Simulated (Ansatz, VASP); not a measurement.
# Si in VASP and in Ansatz

```xyz
2
Lattice="-0.1436 -0.2337 2.5955 2.8540 -0.1987 -0.1526 -0.3442 4.6080 -0.4301" Properties=species:S:1:pos:R:3 pbc="T T T"
Si    2.6487   -0.3522    2.3541
Si    1.3165    2.1244   -0.2026
```

Alike in both runs: task single point; functional PBE-based screened hybrid with a share of 0.1 of exact exchange and HFSCREEN = 0.2; k mesh 5 × 5 × 3; occupations fermi-dirac, width 0.05 eV; no spin polarisation.

```csv
,VASP,Ansatz
version,VASP 6.6.1,Ansatz 0.2.0
potentials or method,"VASP PAW PBE potentials, release 64 (Si)",Ansatz PAW
plane-wave cutoff (eV),520,420
valence electrons in the cell,8,8
```

Ansatz gave:

- gap on the k mesh at the Fermi level (eV): none
- pressure (GPa): -5.3
- traceless stress, the component that is largest in VASP (GPa): -9.02
- rms of the force components (eV/Å): 0.325

Q: Which values does VASP return?

A: gap on the k mesh at the Fermi level (eV): none; pressure (GPa): -5.4; traceless stress, the component that is largest in VASP (GPa): -9.03; rms of the force components (eV/Å): 0.322.

VASP's potentials were made for PBE, not for PBE-based screened hybrid. Atom by atom the forces differ by 0.003 eV/Å (rms over components). A gap of «none» marks a metal or a gap that the smearing closes. With one functional, cell and mesh, what is left measures potentials, basis and numerics.

The k mesh is coarse, so the values compare programs but aren't converged.
